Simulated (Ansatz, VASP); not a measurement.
One calculation of Al2Pt, two programs

```xyz
3
Lattice="0.0000 3.0145 3.0145 3.0145 0.0000 3.0145 3.0145 3.0145 0.0000" Properties=species:S:1:pos:R:3 pbc="T T T"
Al    1.5072    1.5072    1.5072
Al    4.5217    4.5217    4.5217
Pt    0.0000    0.0000    0.0000
```

Alike in both runs: task single point; functional PBE; k mesh 12 × 12 × 12; occupations gaussian, width 0.1 eV; no spin polarisation.

|  | VASP | Ansatz |
| --- | --- | --- |
| version | VASP 6.6.1 | Ansatz 0.2.0 |
| potentials or method | VASP PAW PBE potentials, release 64 (Al, Pt), cutoff 520 eV | scalar-relativistic, plane waves, PAW |
| valence electrons in the cell | 16 | 24 |

```tsv
	VASP	Ansatz	Ansatz less VASP
gap on the k mesh at the Fermi level (eV)	none	none	-
pressure (GPa)	-5.0	-4.9	+0.15
```

A gap of «none» marks a metal or a gap that the smearing closes. With one functional, cell and mesh, what is left measures potentials, basis and numerics. VASP's potentials hold 16 valence electrons a cell and Ansatz's 24, so a difference there can come from the potentials and not from the codes.

Spin-orbit coupling is off throughout.
